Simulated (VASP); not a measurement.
# B17HN18 (a cell with a defect) in VASP: settings compared, part 2 of 2

VASP 6.6.1.

## 4. Single point, r2SCAN

Input file POSCAR:

```
B17HN18
1.0
    7.4650312844      0.0000000000      0.0000000000
   -3.7325156422      6.4649067324      0.0000000000
    0.0000000000      0.0000000000      6.4954828762
B N H
17 18 1
Direct
    0.1171141469      0.2186811829      0.2419149999
    0.2214163455      0.1205426473      0.7593142239
    0.1164212924      0.5482003483      0.2433136643
    0.2193942630      0.4576314963      0.8077944640
    0.1160982172      0.8831784473      0.2391073499
    0.2169306486      0.7844829572      0.7450142438
    0.4516510235      0.2202815100      0.2322788633
    0.5500220257      0.1142454933      0.7372832154
    0.4473645852      0.5524060675      0.1431804979
    0.4513071233      0.8829357430      0.2440627910
    0.5452903134      0.7808346175      0.8073373061
    0.7827823302      0.2168406855      0.2543291593
    0.8842742371      0.1167465885      0.7693675792
    0.7793965466      0.5479624147      0.2318009227
    0.8836070227      0.4550854203      0.7351127014
    0.7809164243      0.8822647786      0.2418301687
    0.8793764110      0.7761079218      0.7560362981
    0.1089368865      0.2316264111      0.7845821746
    0.2271695249      0.1058929934      0.2363784216
    0.1096590744      0.5619297527      0.7453486015
    0.2254827868      0.4380558765      0.2303163196
    0.1068816667      0.8963769835      0.7479741493
    0.2271985033      0.7723696556      0.2402519196
    0.4378051782      0.2203681320      0.7370246874
    0.5602960324      0.1066138981      0.2525378922
    0.4237153090      0.5767365566      0.8972661009
    0.5609576533      0.4383400347      0.2052167297
    0.4401040301      0.8906943081      0.7448328511
    0.5614494155      0.7739873551      0.2308793360
    0.7743037425      0.2275586593      0.7452633680
    0.8936033650      0.1057321535      0.2570464363
    0.7764575889      0.5631018456      0.7301451521
    0.8929131736      0.4390765662      0.2513351329
    0.7706931089      0.8928473268      0.7851208370
    0.8938144700      0.7723757124      0.2354962445
    0.5481045298      0.3866537054      0.7398203482
```

Input file INCAR.step1:

```
SYSTEM = B17HN18
PREC     = Accurate       ! precision mode
ENCUT    = 580            ! plane-wave cutoff, eV
ISMEAR   = -1             ! smearing method
SIGMA    = 0.01           ! smearing width, eV
LREAL    = Auto         
LASPH    = .True.         ! aspherical terms in the spheres
NELM     = 120            ! most SCF steps
NELECT   = 144.0        
NBANDS   = 95             ! bands
GGA      = PE             ! functional
ALGO     = Normal         ! electronic algorithm
EDIFF    = 1E-5           ! SCF threshold, eV
LWAVE    = .True.         ! write WAVECAR
LCHARG   = .False.        ! write CHGCAR
GGA_COMPAT= .False.      
ISYM     = -1
```

Input file INCAR.step2:

```
SYSTEM = B17HN18
PREC     = Accurate       ! precision mode
ENCUT    = 580            ! plane-wave cutoff, eV
EDIFF    = 1E-6           ! SCF threshold, eV
ISMEAR   = -1             ! smearing method
SIGMA    = 0.01           ! smearing width, eV
LREAL    = Auto         
LASPH    = .True.         ! aspherical terms in the spheres
NELM     = 120            ! most SCF steps
ALGO     = Normal         ! electronic algorithm
ISIF     = 2              ! what is computed and relaxed
LWAVE    = .False.        ! write WAVECAR
LCHARG   = .False.        ! write CHGCAR
METAGGA  = R2SCAN         ! meta-GGA
LMIXTAU  = .True.       
NELECT   = 144.0        
NBANDS   = 95             ! bands
ISTART   = 1            
GGA_COMPAT= .False.      
ISYM     = -1
```

Input file KPOINTS:

```
explicit points
1
Reciprocal
  0.25000000   0.25000000   0.25000000 1
```

Command:

```console
$ cat potpaw_PBE.64/B/POTCAR potpaw_PBE.64/N/POTCAR potpaw_PBE.64/H/POTCAR > POTCAR
$ cp INCAR.step1 INCAR
$ mpirun -np 1 vasp_std > vasp.out
$ cp INCAR.step2 INCAR
$ mpirun -np 1 vasp_std > vasp.out
```

Wall time 2.4 min (1 thread of Intel Xeon 6975P-C (Granite Rapids), shared host); peak memory 0.49 GiB.

The run converged. Its results:

| Quantity | Value |
| --- | --- |
| Free energy | -329.7514 eV |
| Largest force | 0.202 eV/Å |

Forces in eV/Å, atoms in the order of the input:
```
B    0.015  0.050  0.007
B    0.043  0.040 -0.014
B    0.040 -0.041  0.005
B    0.054  0.036  0.016
B   -0.002 -0.006 -0.002
B    0.003 -0.006  0.011
B    0.004  0.053 -0.015
B   -0.069  0.043  0.023
B    0.015 -0.007  0.001
B    0.056 -0.020  0.004
B    0.012 -0.070  0.015
B    0.006  0.003 -0.011
B   -0.017  0.000 -0.005
B   -0.036 -0.027 -0.013
B   -0.113  0.062  0.022
B   -0.029 -0.045  0.008
B   -0.030 -0.114 -0.017
N    0.012 -0.042  0.002
N   -0.020 -0.013 -0.012
N   -0.011  0.003  0.032
N   -0.103 -0.057  0.007
N    0.027  0.006  0.005
N   -0.018  0.013 -0.004
N    0.034  0.068  0.023
N   -0.001 -0.006 -0.015
N   -0.098  0.051 -0.114
N    0.060 -0.041  0.014
N   -0.018  0.036  0.032
N   -0.008  0.116  0.007
N    0.025 -0.035  0.007
N   -0.013  0.012 -0.026
N    0.168  0.079  0.023
N    0.005  0.003 -0.012
N    0.030  0.027  0.002
N   -0.003  0.031 -0.011
H   -0.021 -0.201  0.004
```

Levels at points of the mesh, in eV from the Fermi level:
```csv
k point,band 70,band 71,band 72,band 73,band 74,band 75
"(0.25, 0.25, 0.25)",-1.00,-0.76,-0.27,3.94,4.10,4.30
```

Caveat: the cell carries a net charge on a neutralising background, which shifts energy and pressure; the cell is charged against a uniform background, so pressure and absolute levels hang on convention; the PAW data sets were made with another functional, which shifts forces and pressure a little.

## 5. Single point, r2SCAN

Input file POSCAR:

```
B17HN18
1.0
    7.4650312844      0.0000000000      0.0000000000
   -3.7325156422      6.4649067324      0.0000000000
    0.0000000000      0.0000000000      6.4954828762
B N H
17 18 1
Direct
    0.1139811285      0.2233211501      0.2501857268
    0.2181363630      0.1100974507      0.7358731916
    0.1138431416      0.5565452786      0.2524353756
    0.2225196083      0.4434092789      0.7595590585
    0.1137772819      0.8899428391      0.2491392467
    0.2184481918      0.7782767543      0.7545128099
    0.4473379842      0.2235177671      0.2489220258
    0.5510009204      0.1111877117      0.7436092069
    0.4474354112      0.5564680186      0.2517998834
    0.4472677491      0.8899333826      0.2511256778
    0.5577330923      0.7833583850      0.7641286719
    0.7804680958      0.2233458778      0.2501731506
    0.8874088054      0.1174491707      0.7540888566
    0.7802222413      0.5565163164      0.2512416601
    0.8800419007      0.4446219080      0.7538465006
    0.7804636417      0.8898114797      0.2511693497
    0.8852203661      0.7834076142      0.7520254132
    0.1094358300      0.2234511980      0.7491128431
    0.2245368193      0.1125250501      0.2473602803
    0.1086539574      0.5569271811      0.7591608464
    0.2246005025      0.4457765837      0.2534356855
    0.1077555903      0.8889339595      0.7479438917
    0.2246204400      0.7791934278      0.2512671478
    0.4338016653      0.2095875243      0.7157149113
    0.5580134092      0.1124829509      0.2478298244
    0.4400032751      0.5691261463      0.7817078427
    0.5579690520      0.4457633937      0.2517083039
    0.4405380725      0.8890998232      0.7569782232
    0.5580144203      0.7792383725      0.2539819822
    0.7734746717      0.2243984281      0.7518908118
    0.8912830722      0.1125509500      0.2507430247
    0.7877439706      0.5699017823      0.7386883805
    0.8912948883      0.4458689677      0.2509077325
    0.7783190075      0.8972185677      0.7597219090
    0.8912869214      0.7792733959      0.2496801646
    0.5146466980      0.3661190382      0.6933114711
```

Input file INCAR.step1:

```
SYSTEM = B17HN18
  PREC = Accurate
  ENCUT = 580
  ISMEAR = -1
  SIGMA = 0.01
  LREAL = Auto
  LASPH = .True.
  NELM = 120
  NBANDS = 95
  GGA = PE
  ALGO = Normal
  EDIFF = 1E-5
  LWAVE = .True.
  LCHARG = .False.
  GGA_COMPAT = .False.
  ISYM = -1
```

Input file INCAR.step2:

```
SYSTEM = B17HN18
  PREC = Accurate
  ENCUT = 580
  EDIFF = 1E-6
  ISMEAR = -1
  SIGMA = 0.01
  LREAL = Auto
  LASPH = .True.
  NELM = 120
  ALGO = Normal
  ISIF = 2
  LWAVE = .False.
  LCHARG = .False.
  METAGGA = R2SCAN
  LMIXTAU = .True.
  NBANDS = 95
  ISTART = 1
  GGA_COMPAT = .False.
  ISYM = -1
```

KPOINTS is that of step 4.

Command:

```console
$ cat potpaw_PBE.64/B/POTCAR potpaw_PBE.64/N/POTCAR potpaw_PBE.64/H/POTCAR > POTCAR
$ cp INCAR.step1 INCAR
$ mpirun -np 1 vasp_std > vasp.out
$ cp INCAR.step2 INCAR
$ mpirun -np 1 vasp_std > vasp.out
```

It took 3 min on 1 thread of Intel Xeon 6975P-C (Granite Rapids), shared host; peak memory 0.49 GiB.

Results (log left out):

| Item | Value |
| --- | --- |
| Free energy | -335.7929 eV |
| Pressure | 6.0 GPa |
| Largest force | 0.358 eV/Å |

Forces in eV/Å, atoms in the order of the input:
```
B    0.022 -0.018  0.008
B    0.079  0.071  0.026
B    0.014 -0.012 -0.016
B   -0.002 -0.248 -0.052
B    0.013  0.005 -0.008
B   -0.013  0.061 -0.012
B    0.018  0.005  0.010
B   -0.076  0.080 -0.039
B    0.042 -0.020  0.012
B    0.020  0.013 -0.005
B    0.090  0.093 -0.009
B    0.003 -0.019 -0.010
B   -0.008  0.015 -0.006
B   -0.010 -0.020  0.010
B   -0.041 -0.192  0.017
B    0.015 -0.009  0.003
B   -0.053  0.014  0.013
N   -0.009  0.065 -0.011
N   -0.024  0.002 -0.005
N    0.020  0.090 -0.017
N   -0.025  0.015 -0.003
N    0.003 -0.043  0.000
N   -0.016  0.002  0.012
N    0.012  0.140 -0.018
N   -0.012 -0.001  0.007
N   -0.069  0.142  0.025
N   -0.018  0.011 -0.010
N    0.003 -0.059  0.010
N   -0.015  0.008 -0.007
N    0.027  0.040  0.019
N   -0.012  0.009  0.003
N    0.051  0.149  0.022
N   -0.007  0.013  0.007
N   -0.004 -0.058 -0.029
N   -0.018  0.011  0.004
H    0.002 -0.355  0.049
```

Stress tensor (GPa, compression positive):
```
 3.71  0.79 -0.02
 0.79 12.64  0.02
-0.02  0.02  1.63
```

Levels at points of the mesh, in eV from the Fermi level:
```
           k point  band 69  band 70  band 71  band 72  band 73  band 74
(0.25, 0.25, 0.25)    -0.46    -0.41    -0.16     0.16     5.24     5.33
```

Caveat: the PAW data sets were made with another functional, which shifts forces and pressure a little.

## 6. Single point, r2SCAN

Input file POSCAR:

```
B17HN18
1.0
    7.4650312844      0.0000000000      0.0000000000
   -3.7325156422      6.4649067324      0.0000000000
    0.0000000000      0.0000000000      6.4954828762
B N H
17 18 1
Direct
    0.1171141531      0.2186812041      0.2419150539
    0.2214163359      0.1205426214      0.7593141784
    0.1164212942      0.5482003692      0.2433136992
    0.2193942973      0.4576314925      0.8077944226
    0.1160982231      0.8831784675      0.2391074279
    0.2169306353      0.7844829391      0.7450142901
    0.4516510341      0.2202815300      0.2322788917
    0.5500220310      0.1142454663      0.7372831337
    0.4473645871      0.5524061002      0.1431805342
    0.4513071277      0.8829357630      0.2440628544
    0.5452903095      0.7808346140      0.8073373089
    0.7827823415      0.2168407060      0.2543291723
    0.8842742428      0.1167465882      0.7693675253
    0.7793965499      0.5479624254      0.2318009574
    0.8836070362      0.4550854189      0.7351126470
    0.7809164270      0.8822647962      0.2418302424
    0.8793763743      0.7761078892      0.7560362957
    0.1089369047      0.2316264084      0.7845820732
    0.2271695253      0.1058930195      0.2363784965
    0.1096590745      0.5619297311      0.7453486120
    0.2254827913      0.4380559012      0.2303163624
    0.1068816463      0.8963769452      0.7479742242
    0.2271985125      0.7723696756      0.2402519939
    0.4378051441      0.2203680743      0.7370245303
    0.5602960411      0.1066139193      0.2525379241
    0.4237153092      0.5767365702      0.8972661761
    0.5609576545      0.4383400605      0.2052167295
    0.4401040278      0.8906942999      0.7448328573
    0.5614494146      0.7739873711      0.2308794057
    0.7743037445      0.2275586458      0.7452632928
    0.8936033730      0.1057321781      0.2570464833
    0.7764576030      0.5631018402      0.7301450321
    0.8929131787      0.4390765865      0.2513351417
    0.7706930983      0.8928473228      0.7851208121
    0.8938144701      0.7723757325      0.2354963495
    0.5481044824      0.3866535728      0.7398200194
```

Input file INCAR.step1:

```
SYSTEM = B17HN18
PREC     = Accurate       ! precision mode
ENCUT    = 580            ! plane-wave cutoff, eV
ISMEAR   = -1             ! smearing method
SIGMA    = 0.01           ! smearing width, eV
LREAL    = Auto         
LASPH    = .True.         ! aspherical terms in the spheres
NELM     = 120            ! most SCF steps
NELECT   = 144.0        
NBANDS   = 95             ! bands
GGA      = PE             ! functional
ALGO     = Normal         ! electronic algorithm
EDIFF    = 1E-5           ! SCF threshold, eV
LWAVE    = .True.         ! write WAVECAR
LCHARG   = .False.        ! write CHGCAR
GGA_COMPAT= .False.      
ISYM     = -1
```

Input file INCAR.step2:

```
SYSTEM = B17HN18
PREC     = Accurate       ! precision mode
ENCUT    = 580            ! plane-wave cutoff, eV
EDIFF    = 1E-6           ! SCF threshold, eV
ISMEAR   = -1             ! smearing method
SIGMA    = 0.01           ! smearing width, eV
LREAL    = Auto         
LASPH    = .True.         ! aspherical terms in the spheres
NELM     = 120            ! most SCF steps
ALGO     = Normal         ! electronic algorithm
ISIF     = 2              ! what is computed and relaxed
LWAVE    = .False.        ! write WAVECAR
LCHARG   = .False.        ! write CHGCAR
METAGGA  = R2SCAN         ! meta-GGA
LMIXTAU  = .True.       
NELECT   = 144.0        
NBANDS   = 95             ! bands
ISTART   = 1            
GGA_COMPAT= .False.      
ISYM     = -1
```

KPOINTS is that of step 5.

Potentials or basis: VASP PAW PBE potentials, release 64 (B, N, H).

Command:

```console
$ cat potpaw_PBE.64/B/POTCAR potpaw_PBE.64/N/POTCAR potpaw_PBE.64/H/POTCAR > POTCAR
$ cp INCAR.step1 INCAR
$ mpirun -np 1 vasp_std > vasp.out
$ cp INCAR.step2 INCAR
$ mpirun -np 1 vasp_std > vasp.out
```

Wall time 2.4 min (1 thread of Intel Xeon 6975P-C (Granite Rapids), shared host); peak memory 0.48 GiB.

It converged, with:

```
Free energy   : -329.7514 eV
Largest force : 0.202 eV/Å
```

Forces in eV/Å, atoms in the order of the input:
```
B    0.015  0.050  0.007
B    0.043  0.040 -0.014
B    0.040 -0.041  0.005
B    0.054  0.036  0.016
B   -0.002 -0.006 -0.002
B    0.003 -0.006  0.011
B    0.004  0.053 -0.015
B   -0.069  0.043  0.023
B    0.015 -0.007  0.001
B    0.056 -0.020  0.004
B    0.012 -0.070  0.015
B    0.006  0.003 -0.011
B   -0.017  0.000 -0.005
B   -0.036 -0.027 -0.013
B   -0.113  0.062  0.022
B   -0.029 -0.045  0.008
B   -0.030 -0.114 -0.017
N    0.012 -0.042  0.002
N   -0.020 -0.013 -0.012
N   -0.011  0.003  0.032
N   -0.103 -0.057  0.007
N    0.027  0.006  0.005
N   -0.018  0.013 -0.004
N    0.034  0.068  0.023
N   -0.001 -0.006 -0.015
N   -0.098  0.051 -0.114
N    0.060 -0.041  0.014
N   -0.018  0.036  0.032
N   -0.008  0.116  0.007
N    0.025 -0.035  0.007
N   -0.013  0.012 -0.026
N    0.168  0.079  0.023
N    0.005  0.003 -0.012
N    0.030  0.027  0.002
N   -0.003  0.031 -0.011
H   -0.021 -0.201  0.004
```

Levels at points of the mesh, in eV from the Fermi level:
```
           k point  band 70  band 71  band 72  band 73  band 74  band 75
(0.25, 0.25, 0.25)    -1.00    -0.76    -0.27     3.94     4.10     4.30
```

Caveat: the cell carries a net charge on a neutralising background, which shifts energy and pressure; the cell is charged against a uniform background, so pressure and absolute levels hang on convention; the PAW data sets were made with another functional, which shifts forces and pressure a little.
